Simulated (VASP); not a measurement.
A run of VASP 6.6.1 is set up as follows.

INCAR

```
  PREC = Accurate
  ENCUT = 520
  EDIFF = 1E-6
  ISMEAR = 0
  SIGMA = 0.1
  LREAL = False
  LASPH = True
  NELM = 100
  ALGO = Normal
  ISIF = 2
  LWAVE = False
  LCHARG = True
  GGA = PE
  LELF = True
  LVHAR = True
  NBANDS = 44
```

KPOINTS

```
regular mesh
0
Gamma
  4 4 4
```

POSCAR

```
TaO
1.0
    4.9787501351      0.0000000000      0.0000000000
    0.0000000000      4.5633472114      0.0000000000
    0.0000000000      0.0000000000      4.5865073018
Ta O
4 4
Direct
    0.3082411925      0.5000193760      0.0580066914
    0.8082411925      0.9999806240      0.0580066914
    0.1917588075      0.0000193760      0.5580066914
    0.6917588075      0.4999806240      0.5580066914
    0.5000187995      0.1802519431      0.3080658787
    1.0000187995      0.3197480569      0.3080658787
   -0.0000187995      0.6802519431      0.8080658787
    0.4999812005      0.8197480569      0.8080658787
```

Potentials or basis: VASP PAW PBE potentials, release 64 (Ta_pv, O).

Command:

```sh
$ cat potpaw_PBE.64/Ta_pv/POTCAR potpaw_PBE.64/O/POTCAR > POTCAR
$ mpirun -np 1 vasp_std > vasp.out
```

Predict the pressure.

0.6 GPa.

What does it give for the largest force?

0.024 eV/Å.

Forces on the atoms (eV/Å):
```
Ta   0.024 -0.003  0.004
Ta   0.024  0.003  0.004
Ta  -0.024 -0.003  0.004
Ta  -0.024  0.003  0.004
O   -0.001 -0.018 -0.004
O   -0.001  0.018 -0.004
O    0.001 -0.018 -0.004
O    0.001  0.018 -0.004
```
